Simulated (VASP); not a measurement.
# TePb (Fm-3m) in VASP: notebook

The runs below take TePb through single point, relaxation of cell and atoms, with PBE.

All numbers are computed with VASP 6.6.1; they aren't measurements. Logs are shortened: lines on timing, memory, paths and dates and some standing lists are left out, and cuts for length are marked.

## 1. The cell of the first run

It takes space group Fm-3m (No. 225, cubic). Conventional cell: a = 6.542 Å, b = 6.542 Å, c = 6.542 Å, α = 90.00°, β = 90.00°, γ = 90.00°. Te (site symmetry m-3m) has 6 Pb at 3.27 Å within 4.3 Å. Within 4.3 Å of Pb (site symmetry m-3m) lie 6 Te at 3.27 Å.

## 2. Single point, PBE

The input, INCAR:

```
SYSTEM = TePb
PREC     = Accurate       ! precision mode
ENCUT    = 520            ! plane-wave cutoff, eV
EDIFF    = 1E-6           ! SCF threshold, eV
ISMEAR   = 0              ! smearing method
SIGMA    = 0.1            ! smearing width, eV
LREAL    = .False.        ! projectors in reciprocal space
LASPH    = .True.         ! aspherical terms in the spheres
NELM     = 80             ! most SCF steps
ALGO     = Normal         ! electronic algorithm
ISIF     = 2              ! what is computed and relaxed
LWAVE    = .False.        ! write WAVECAR
LCHARG   = .False.        ! write CHGCAR
GGA      = PE             ! functional
NBANDS   = 17             ! bands
```

The input, KPOINTS:

```
regular mesh
0
Gamma
  6 6 6
  0 0 0
```

The input, POSCAR:

```
TePb
1.0
    0.0000000000      3.2708968051      3.2708968051
    3.2708968051      0.0000000000      3.2708968051
    3.2708968051      3.2708968051      0.0000000000
Te Pb
1 1
Direct
    0.0000000000      0.0000000000      0.0000000000
    0.5000000000      0.5000000000      0.5000000000
```

Potentials or basis: VASP PAW PBE potentials, release 64 (Te, Pb_d).

Command:

```bash
cat potpaw_PBE.64/Te/POTCAR potpaw_PBE.64/Pb_d/POTCAR > POTCAR
mpirun -np 1 vasp_std > vasp.out
```

OUTCAR:

```text
SYSTEM = TePb
   PREC = Accurate
   ENCUT = 520
   EDIFF = 1E-6
   ISMEAR = 0
   LREAL = .False.
   LASPH = .True.
   NELM = 80
   ISIF = 2
   GGA = PE

 ion  position               nearest neighbor table
   1  0.000  0.000  0.000-   2 3.27   2 3.27   2 3.27   2 3.27   2 3.27   2 3.27
   2  0.500  0.500  0.500-   1 3.27   1 3.27   1 3.27   1 3.27   1 3.27   1 3.27

  LATTYP: Found a face centered cubic cell.
 ALAT       =     6.5417936102

  Lattice vectors:

 A1 = (   0.0000000000,   3.2708968051,   3.2708968051)
 A2 = (   3.2708968051,   0.0000000000,   3.2708968051)
 A3 = (   3.2708968051,   3.2708968051,   0.0000000000)

Analysis of symmetry for initial positions (statically):
=====================================================================
 Subroutine PRICEL returns:
 Original cell was already a primitive cell.

 Routine SETGRP: Setting up the symmetry group for a
 face centered cubic supercell.

 Subroutine GETGRP returns: Found 48 space group operations
 (whereof 48 operations were pure point group operations)
 out of a pool of 48 trial point group operations.

The static configuration has the point symmetry O_h .

Analysis of symmetry for dynamics (positions and initial velocities):
=====================================================================
 Subroutine PRICEL returns:
 Original cell was already a primitive cell.

 Routine SETGRP: Setting up the symmetry group for a
 face centered cubic supercell.

 Subroutine GETGRP returns: Found 48 space group operations
 (whereof 48 operations were pure point group operations)
 out of a pool of 48 trial point group operations.

The dynamic configuration has the point symmetry O_h .

 Subroutine INISYM returns: Found 48 space group operations
 (whereof 48 operations are pure point group operations),
 and found     1 'primitive' translations

----------------------------------------------------------------------------------------

                                     Primitive cell

  volume of cell :      69.9891

  direct lattice vectors                    reciprocal lattice vectors
     0.000000000  3.270896805  3.270896805    -0.152863276  0.152863276  0.152863276
     3.270896805  0.000000000  3.270896805     0.152863276 -0.152863276  0.152863276
     3.270896805  3.270896805  0.000000000     0.152863276  0.152863276 -0.152863276

  length of vectors
     4.625746623  4.625746623  4.625746623     0.264766960  0.264766960  0.264766960

  position of ions in fractional coordinates (direct lattice)
     0.000000000  0.000000000  0.000000000
     0.500000000  0.500000000  0.500000000

  ion indices of the primitive-cell ions
   primitive index   ion index
                 1           1
                 2           2

----------------------------------------------------------------------------------------

 KPOINTS: regular mesh

Automatic generation of k-mesh.
 Grid dimensions read from file:
 generate k-points for:    6    6    6

 Generating k-lattice:

  Cartesian coordinates                     Fractional coordinates (reciprocal lattice)
    -0.025477213  0.025477213  0.025477213     0.166666667  0.000000000  0.000000000
     0.025477213 -0.025477213  0.025477213     0.000000000  0.166666667  0.000000000
     0.025477213  0.025477213 -0.025477213     0.000000000  0.000000000  0.166666667

  Length of vectors
     0.044127827  0.044127827  0.044127827

  Shift w.r.t. Gamma in fractional coordinates (k-lattice)
     0.000000000  0.000000000  0.000000000

 Subroutine IBZKPT returns following result:
 ===========================================

 Found     16 irreducible k-points:

 Following reciprocal coordinates:
            Coordinates               Weight
  0.000000  0.000000  0.000000      1.000000
  0.166667  0.000000  0.000000      8.000000
  0.333333  0.000000  0.000000      8.000000
  0.500000  0.000000  0.000000      4.000000
  0.166667  0.166667  0.000000      6.000000
  0.333333  0.166667  0.000000     24.000000
[... 8 lines left out ...]
 -0.333333  0.333333  0.166667     24.000000
 -0.333333  0.500000  0.166667     12.000000
   k-points           NKPTS =     16   k-points in BZ     NKDIM =     16   number of bands    NBANDS=     17
   number of dos      NEDOS =    301   number of ions     NIONS =      2
   total plane-waves  NPLWV =  46656
   dimension x,y,z NGX =    36 NGY =   36 NGZ =   36
   dimension x,y,z NGXF=    72 NGYF=   72 NGZF=   72
   ions per type =               1   1
   NGX,Y,Z   is equivalent  to a cutoff of  12.94, 12.94, 12.94 a.u.
   NGXF,Y,Z  is equivalent  to a cutoff of  25.88, 25.88, 25.88 a.u.
 SYSTEM =  TePb
   PREC   = accura    normal or accurate (medium, high low for compatibility)
   ISTART =      0    job   : 0-new  1-cont  2-samecut
   ICHARG =      2    charge: 1-file 2-atom 10-const
   ISPIN  =      1    spin polarized calculation?
   LNONCOLLINEAR =      F non collinear calculations
   LSORBIT =      F    spin-orbit coupling
   LASPH  =      T    aspherical Exc in radial PAW
   ENCUT  =  520.0 eV  38.22 Ry    6.18 a.u.   8.60  8.60  8.60*2*pi/ulx,y,z
   NELM   =     80;   NELMIN=  2; NELMDL= -5     # of ELM steps
   EDIFF  = 0.1E-05   stopping-criterion for ELM
   LREAL  =      F    real-space projection
   EDIFFG = 0.1E-04   stopping-criterion for IOM
   NSW    =      0    number of steps for IOM
   IBRION =     -1    ionic relax: 0-MD 1-quasi-New 2-CG
   NFREE  =      0    steps in history (QN), initial steepest desc. (CG)
   ISIF   =      2    stress and relaxation
   ISYM   =      2    0-nonsym 1-usesym 2-fastsym
   POTIM  = 0.5000    time-step for ionic-motion
   TEBEG  =    0.0;   TEEND  =   0.0 temperature during run
   PSTRESS=    0.0 pullay stress
   NELECT =      20.0000    total number of electrons
   NUPDOWN=      -1.0000    fix difference up-down
   EMIN   =  10.00;   EMAX   =-10.00  energy-range for DOS
   EFERMI =   0.00;   METHOD = LEGACY
   ISMEAR =     0;   SIGMA  =   0.10  broadening in eV -4-tet -1-fermi 0-gaus
   EFERMI_NEDOS =   21; number of points for ismear=-14 and -15
   IALGO  =     38    algorithm
   IMIX   =      4    mixing-type and parameters
     AMIX     =   0.40;   BMIX     =  1.00
     AMIX_MAG =   1.60;   BMIX_MAG =  1.00
  volume/ion in A,a.u.               =      34.99       236.15
[... 24 lines left out ...]

  energy without entropy =       -7.52251952  energy(sigma->0) =       -7.52251952

 E-fermi :   5.5551     XC(G=0):  -9.1359

 val. band max:        5.1510952833   @ k =   0.5000   0.0000   0.0000
 cond. band min:       5.9602621852   @ k =   0.5000   0.0000   0.0000
 fundamental gap:      0.8091669019
 Fermi energy:         5.5550955465

 k-point     1 :       0.0000    0.0000    0.0000
  band No.  band energies     occupation
      1     -11.5093      2.00000
      2     -11.5093      2.00000
      3     -11.5028      2.00000
      4     -11.5028      2.00000
      5     -11.5028      2.00000
      6      -6.5628      2.00000
[... 9 lines left out ...]
     16      11.0371      0.00000
     17      12.6420      0.00000

 k-point     2 :       0.1667    0.0000    0.0000
  band No.  band energies     occupation
      1     -11.5120      2.00000
      2     -11.5120      2.00000
      3     -11.5021      2.00000
      4     -11.4993      2.00000
      5     -11.4993      2.00000
      6      -6.3388      2.00000
[... 9 lines left out ...]
     16      11.5292      0.00000
     17      14.0797      0.00000

 k-point     3 :       0.3333    0.0000    0.0000
  band No.  band energies     occupation
      1     -11.5184      2.00000
      2     -11.5184      2.00000
      3     -11.5009      2.00000
      4     -11.4916      2.00000
      5     -11.4916      2.00000
      6      -5.7318      2.00000
[... 9 lines left out ...]
     16      12.8553      0.00000
     17      15.9728      0.00000

 k-point     4 :       0.5000    0.0000    0.0000
  band No.  band energies     occupation
      1     -11.5217      2.00000
      2     -11.5217      2.00000
      3     -11.5004      2.00000
      4     -11.4877      2.00000
      5     -11.4877      2.00000
      6      -5.2229      2.00000
[... 9 lines left out ...]
     16      14.4098      0.00000
     17      14.4098      0.00000

 k-point     5 :       0.1667    0.1667    0.0000
  band No.  band energies     occupation
      1     -11.5186      2.00000
      2     -11.5068      2.00000
      3     -11.5048      2.00000
      4     -11.4975      2.00000
      5     -11.4975      2.00000
      6      -6.2658      2.00000
[... 9 lines left out ...]
     16      12.3220      0.00000
     17      13.1046      0.00000

 k-point     6 :       0.3333    0.1667    0.0000
  band No.  band energies     occupation
      1     -11.5276      2.00000
      2     -11.5095      2.00000
      3     -11.5041      2.00000
      4     -11.4927      2.00000
      5     -11.4902      2.00000
      6      -5.7913      2.00000
[... 9 lines left out ...]
     16      13.6262      0.00000
     17      14.7465      0.00000

 k-point     7 :       0.5000    0.1667    0.0000
  band No.  band energies     occupation
      1     -11.5303      2.00000
      2     -11.5158      2.00000
      3     -11.4996      2.00000
      4     -11.4905      2.00000
      5     -11.4864      2.00000
      6      -5.1860      2.00000
[... 9 lines left out ...]
     16      14.5780      0.00000
     17      15.0273      0.00000

 k-point     8 :      -0.3333    0.1667    0.0000
  band No.  band energies     occupation
      1     -11.5242      2.00000
      2     -11.5189      2.00000
      3     -11.4982      2.00000
      4     -11.4906      2.00000
      5     -11.4903      2.00000
      6      -5.3536      2.00000
[... 9 lines left out ...]
     16      13.9230      0.00000
     17      15.3292      0.00000
[... 43 lines left out ...]
      1     -11.5496      2.00000
      2     -11.5069      2.00000
      3     -11.5046      2.00000
      4     -11.4847      2.00000
      5     -11.4829      2.00000
      6      -5.0799      2.00000
[... 9 lines left out ...]
     16      15.2050      0.00000
     17      15.9211      0.00000

 k-point    12 :      -0.3333    0.3333    0.0000
  band No.  band energies     occupation
      1     -11.5393      2.00000
      2     -11.5122      2.00000
      3     -11.4987      2.00000
      4     -11.4901      2.00000
      5     -11.4858      2.00000
      6      -4.9614      2.00000
[... 9 lines left out ...]
     16      13.5711      0.00000
     17      15.4028      0.00000

 k-point    13 :       0.5000    0.5000    0.0000
  band No.  band energies     occupation
      1     -11.5599      2.00000
      2     -11.5111      2.00000
      3     -11.4997      2.00000
      4     -11.4805      2.00000
      5     -11.4805      2.00000
      6      -5.0102      2.00000
[... 9 lines left out ...]
     16      15.8571      0.00000
     17      16.1301      0.00000

 k-point    14 :       0.5000    0.3333    0.1667
  band No.  band energies     occupation
      1     -11.5363      2.00000
      2     -11.5106      2.00000
      3     -11.5025      2.00000
      4     -11.4894      2.00000
      5     -11.4866      2.00000
      6      -5.3035      2.00000
[... 9 lines left out ...]
     16      14.2238      0.00000
     17      14.6562      0.00000

 k-point    15 :      -0.3333    0.3333    0.1667
  band No.  band energies     occupation
      1     -11.5388      2.00000
      2     -11.5129      2.00000
      3     -11.4964      2.00000
      4     -11.4944      2.00000
      5     -11.4834      2.00000
      6      -4.9609      2.00000
[... 9 lines left out ...]
     16      15.3973      0.00000
     17      15.5521      0.00000

 k-point    16 :      -0.3333    0.5000    0.1667
  band No.  band energies     occupation
      1     -11.5494      2.00000
      2     -11.5069      2.00000
      3     -11.5037      2.00000
      4     -11.4885      2.00000
      5     -11.4805      2.00000
      6      -4.9046      2.00000
[... 9 lines left out ...]
     16      15.7325      0.00000
     17      16.5433      0.00000

------------------------ aborting loop because EDIFF is reached ----------------------------------------

  FORCE on cell =-STRESS in cart. coord.  units (eV):
  Direction    XX          YY          ZZ          XY          YZ          ZX
  --------------------------------------------------------------------------------------
  -------------------------------------------------------------------------------------
  Total        0.1945914      0.1945914      0.1945914     -0.0000000      0.0000000     -0.0000000
  in kB        4.4545489      4.4545489      4.4545489     -0.0000000      0.0000000     -0.0000000
  external PRESSURE =       4.4545489 kB  Pullay stress =       0.0000000 kB

 VOLUME and BASIS-vectors are now :
 -----------------------------------------------------------------------------
  energy-cutoff  :      520.00
  volume of cell :       69.99
      direct lattice vectors                 reciprocal lattice vectors
     0.000000000  3.270896805  3.270896805    -0.152863276  0.152863276  0.152863276
     3.270896805  0.000000000  3.270896805     0.152863276 -0.152863276  0.152863276
     3.270896805  3.270896805  0.000000000     0.152863276  0.152863276 -0.152863276

 POSITION                                       TOTAL-FORCE (eV/Angst)
 -----------------------------------------------------------------------------------
      0.00000      0.00000      0.00000        -0.000000     -0.000000     -0.000000
      3.27090      3.27090      3.27090         0.000000      0.000000      0.000000
 -----------------------------------------------------------------------------------
    total drift:                                0.000000      0.000000      0.000000

  FREE ENERGIE OF THE ION-ELECTRON SYSTEM (eV)
  ---------------------------------------------------
  free  energy   TOTEN  =        -7.5225195205 eV

  energy  without entropy=       -7.5225195203  energy(sigma->0) =       -7.52251952
```

It took 18 s on 1 thread of Intel Xeon 6975P-C, shared host; peak memory 0.2 GiB.

Results:

```yaml
Free_energy: -7.5225 eV
Pressure: 0.4 GPa
Band_gap_on_the_k_mesh: 0.81 eV, direct
```

Levels at points of the mesh, in eV from the valence-band top:
| k point | band 6 | band 7 | band 8 | band 9 | band 10 | band 11 | band 12 | band 13 | band 14 | band 15 |
| --- | --- | --- | --- | --- | --- | --- | --- | --- | --- | --- |
| (0.00, 0.00, 0.00) | -11.71 | -5.68 | -1.20 | -1.20 | -1.20 | 4.04 | 4.04 | 4.04 | 5.89 | 5.89 |
| (0.50, 0.00, 0.00) | -10.37 | -8.39 | -0.77 | -0.77 | 0.00 | 0.81 | 1.37 | 1.37 | 8.35 | 9.17 |
| (0.50, 0.50, 0.00) | -10.16 | -7.23 | -4.21 | -2.58 | -2.58 | 3.46 | 5.35 | 5.35 | 6.50 | 10.02 |

Caveat: spin-orbit coupling is left out, which moves the levels of the heavy elements.

## 3. Single point, PBE

This run uses another cell than the first one, of 35.44 Å³/atom, 1.013 times its volume.

The input, INCAR:

```
SYSTEM = TePb
PREC     = Accurate       ! precision mode
ENCUT    = 520            ! plane-wave cutoff, eV
EDIFF    = 1E-6           ! SCF threshold, eV
ISMEAR   = 0              ! smearing method
SIGMA    = 0.02           ! smearing width, eV
LREAL    = .False.        ! projectors in reciprocal space
LASPH    = .True.         ! aspherical terms in the spheres
NELM     = 60             ! most SCF steps
ALGO     = Normal         ! electronic algorithm
ISIF     = 2              ! what is computed and relaxed
LWAVE    = .False.        ! write WAVECAR
LCHARG   = .True.         ! write CHGCAR
GGA      = PE             ! functional
LELF     = .True.         ! ELF
LVHAR    = .True.       
NBANDS   = 17             ! bands
```

The input, KPOINTS:

```
Automatic mesh
0
Gamma
  8 8 8
  0 0 0
```

The input, POSCAR:

```
TePb
1.0
    0.0000000000      3.2848048909      3.2848048909
    3.2848048909      0.0000000000      3.2848048909
    3.2848048909      3.2848048909      0.0000000000
Te Pb
1 1
Direct
    0.0000000000      0.0000000000      0.0000000000
    0.5000000000      0.5000000000      0.5000000000
```

Potentials or basis: VASP PAW PBE potentials, release 64 (Te, Pb_d).

Command:

```bash
cat potpaw_PBE.64/Te/POTCAR potpaw_PBE.64/Pb_d/POTCAR > POTCAR
mpirun -np 1 vasp_std > vasp.out
```

Run time: 31 s. Hardware: 1 thread of Intel Xeon 6975P-C, shared host; peak memory 0.22 GiB.

The run converged. Its results:

| Property | Result |
| --- | --- |
| Free energy | -7.5230 eV |
| Pressure | -0.1 GPa |
| Band gap on the k mesh | 0.83 eV, direct |

Levels at points of the mesh, in eV from the valence-band top:
| k point | band 7 | band 8 | band 9 | band 10 | band 11 | band 12 | band 13 | band 14 |
| --- | --- | --- | --- | --- | --- | --- | --- | --- |
| (0.00, 0.00, 0.00) | -5.71 | -1.15 | -1.15 | -1.15 | 4.03 | 4.03 | 4.03 | 5.92 |
| (0.50, 0.00, 0.00) | -8.33 | -0.73 | -0.73 | 0.00 | 0.83 | 1.40 | 1.40 | 8.34 |
| (0.50, 0.50, 0.00) | -7.21 | -4.11 | -2.51 | -2.51 | 3.51 | 5.30 | 5.30 | 6.43 |

Caveat: spin-orbit coupling is left out, which moves the levels of the heavy elements. A k mesh can miss the band edges.

## 4. Relaxation of cell and atoms, PBE

The input, INCAR:

```
SYSTEM = TePb
PREC = Accurate ; ENCUT = 600
EDIFF = 1E-7 ; ISMEAR = 0
SIGMA = 0.02 ; LREAL = .False.
LASPH = .True. ; NELM = 100
ALGO = Normal ; ISIF = 3
LWAVE = .False. ; LCHARG = .False.
GGA = PE ; IBRION = 2
NSW = 100 ; EDIFFG = -0.01
```

KPOINTS is that of step 3.

The input, POSCAR:

```
TePb
1.0
    0.0000000000      3.2708968051      3.2708968051
    3.2708968051      0.0000000000      3.2708968051
    3.2708968051      3.2708968051      0.0000000000
Te Pb
1 1
Direct
    0.0000000000      0.0000000000      0.0000000000
    0.5000000000      0.5000000000      0.5000000000
```

Command:

```bash
cat potpaw_PBE.64/Te/POTCAR potpaw_PBE.64/Pb_d/POTCAR > POTCAR
mpirun -np 1 vasp_std > vasp.out
```

It took 98 s on 1 thread of Intel Xeon 6975P-C, shared host; peak memory 0.26 GiB.

The run converged. Its results:

```yaml
Free_energy: -7.5229 eV
Relaxed_volume: 35.42 Å³/atom
Relaxed_cell: a = 4.645 Å, b = 4.645 Å, c = 4.645 Å, α = 60.00°, β = 60.00°, γ = 60.00°
Space_group_after_relaxing_to_0.05_Å: Fm-3m (No. 225)
Energy_gained_by_relaxing: 0.7 meV/atom
Ionic_steps: 3
Pressure_after_relaxing: 0.0 GPa
Band_gap_on_the_k_mesh: 0.83 eV, direct
```

Step by step:
```
step  energy change (eV)  largest force (eV/Å)  pressure (GPa)  volume (Å³)
   1              0.0000                0.0000            0.49        69.99
   2             -0.0012                0.0000           -0.13        71.09
   3             -0.0013                0.0000            0.00        70.85
```

Final structure:
```
Te Pb
1.0
     0.00000    3.28424    3.28424
     3.28424    0.00000    3.28424
     3.28424    3.28424    0.00000
Te Pb
1 1
Direct
  0.00000 0.00000 0.00000
  0.50000 0.50000 0.50000
```

Levels at points of the mesh, in eV from the valence-band top:
```csv
k point,band 8,band 9,band 10,band 11,band 12,band 13
"(0.00, 0.00, 0.00)",-1.16,-1.16,-1.16,4.03,4.03,4.03
"(0.50, 0.00, 0.00)",-0.73,-0.73,0.00,0.83,1.39,1.39
"(0.50, 0.50, 0.00)",-4.11,-2.52,-2.52,3.51,5.31,5.31
```

Caveat: spin-orbit coupling is left out, which moves the levels of the heavy elements.

## 5. Overview

| task | cell | k mesh | cutoff (eV) | smearing | gap on the mesh (eV) | pressure (GPa) |
| --- | --- | --- | --- | --- | --- | --- |
| single point | a = 4.626 Å, angles 60.0°, 2 atoms | 6 × 6 × 6 | 520 | gaussian 0.1 eV | 0.81 | 0.4 |
| single point | a = 4.645 Å, angles 60.0°, 2 atoms | 8 × 8 × 8 | 520 | gaussian 0.02 eV | 0.83 | -0.1 |
| relaxation of cell and atoms | relaxed from a = 4.626 Å, angles 60.0°, 2 atoms | 8 × 8 × 8 | 600 | gaussian 0.02 eV | 0.83 | 0.0 |

Alike in all rows: level PBE; potentials or basis VASP PAW PBE potentials, release 64 (Te, Pb_d); no spin polarisation.

Caveats: spin-orbit coupling is left out, which moves the levels of the heavy elements.

Absolute energies hang on the potentials; compare differences alone.
